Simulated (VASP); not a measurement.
Here is a VASP 6.6.1 calculation.

File POSCAR:

```
YCo2
1.0
    0.0000000000      3.6075000000      3.6075000000
    3.6075000000      0.0000000000      3.6075000000
    3.6075000000      3.6075000000      0.0000000000
Y Co
2 4
Direct
    0.0000000000      0.0000000000      0.0000000000
    0.2500000000      0.2500000000      0.2500000000
    0.6250000000      0.6250000000      0.6250000000
    0.1250000000      0.6250000000      0.6250000000
    0.6250000000      0.6250000000      0.1250000000
    0.6250000000      0.1250000000      0.6250000000
```

INCAR.step1

```
SYSTEM = YCo2
PREC = Accurate
ENCUT = 520
ISMEAR = -1
SIGMA = 0.1
LREAL = .FALSE.
LASPH = .TRUE.
NELM = 150
ISPIN = 2
MAGMOM = 0 0 1.8 1.8 1.8 1.8
LMAXMIX = 4
NBANDS = 42
GGA = PE
ALGO = Normal
EDIFF = 1E-4
LWAVE = .TRUE.
LCHARG = .FALSE.
```

Contents of INCAR.step2:

```
SYSTEM = YCo2
PREC = Accurate
ENCUT = 520
EDIFF = 1E-7
ISMEAR = -1
SIGMA = 0.1
LREAL = .FALSE.
LASPH = .TRUE.
NELM = 150
ALGO = Normal
ISIF = 2
LWAVE = .FALSE.
LCHARG = .FALSE.
ISPIN = 2
MAGMOM = 0 0 1.8 1.8 1.8 1.8
LORBIT = 11
LMAXMIX = 4
METAGGA = R2SCAN
LMIXTAU = .TRUE.
NBANDS = 42
ISTART = 1
```

The input KPOINTS:

```
regular mesh
0
G
  7 7 7
  0 0 0
```

Potentials or basis: VASP PAW PBE potentials, release 64 (Y_sv, Co).

Run with:

```console
$ cat potpaw_PBE.64/Y_sv/POTCAR potpaw_PBE.64/Co/POTCAR > POTCAR
$ cp INCAR.step1 INCAR
$ mpirun -np 1 vasp_std > vasp.out
$ cp INCAR.step2 INCAR
$ mpirun -np 1 vasp_std > vasp.out
```

What does it give for the site moments?

Y -0.53; Co +1.47 μB.

Predict the pressure.

-1.6 GPa.

Caveat: the PAW data sets were made with another functional, which shifts forces and pressure a little.
